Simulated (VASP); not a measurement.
Write the native input for VASP 6.6.1 that does the following.

| Quantity | Value |
| --- | --- |
| Task | single point |
| Functional | PBEsol |
| Dispersion | D3(BJ) |
| Potentials or basis | VASP PAW PBE potentials, release 64 (P) |
| Cutoff | 520 eV |
| k mesh | 18 × 18 × 18 |
| Occupations | gaussian, width 0.15 eV |
| Spin | no spin polarisation |
| Dipole correction | no |
| Further INCAR settings | ALGO = Normal; EDIFF = 1e-06; NBANDS = 12 |

The structure of P lies in POSCAR:

```
P
1.0
   -1.6915100431      2.5151650373      1.8217652531
    1.6915100431     -2.5151650373      1.8217652531
    1.6915100431      2.5151650373     -1.8217652531
P
2
Direct
    0.8033091100      0.0533091100      0.7500000000
    0.1966908900      0.9466908900      0.2500000000
```

This cell differs from its parent crystal: strain -0.0200 x Voigt [0, 0, 1, 0, 0, 0].

The input as run:

INCAR

```
SYSTEM = P
ALGO     = Normal         ! electronic algorithm
EDIFF    = 1E-6           ! SCF threshold, eV
ENCUT    = 520            ! plane-wave cutoff, eV
GGA      = PS             ! functional
ISIF     = 2              ! what is computed and relaxed
ISMEAR   = 0              ! smearing method
IVDW     = 12             ! dispersion correction
LASPH    = .True.         ! aspherical terms in the spheres
LCHARG   = .False.        ! write CHGCAR
LREAL    = .False.        ! projectors in reciprocal space
LWAVE    = .False.        ! write WAVECAR
NBANDS   = 12             ! bands
NELM     = 60             ! most SCF steps
PREC     = Accurate       ! precision mode
SIGMA    = 0.15           ! smearing width, eV
```

KPOINTS

```
k-points
0
Gamma
  18 18 18
  0 0 0
```

Potentials or basis: VASP PAW PBE potentials, release 64 (P).

Launch:

```bash
$ cat potpaw_PBE.64/P/POTCAR > POTCAR
$ mpirun -np 1 vasp_std > vasp.out
```

Results of the run:

```json
{
 "Pressure": "-2.8 GPa",
 "Largest force": "0.640 eV/Å",
 "Band gap on the k mesh": "zero (bands 5 and 6 overlap by 1.18 eV)",
 "Dispersion energy per atom": "-0.365 eV"
}
```

Caveat: the cell differs from its parent crystal (strain -0.0200 x Voigt [0, 0, 1, 0, 0, 0]); the stress differs along the axes, from -6 to -1 GPa; the PAW data sets were made with another functional, which shifts forces and pressure a little.

Wall time 2.1 min on 1 thread of Intel(R) Xeon(R) 6975P-C (Granite Rapids) (shared host), peak memory 0.36 GiB.
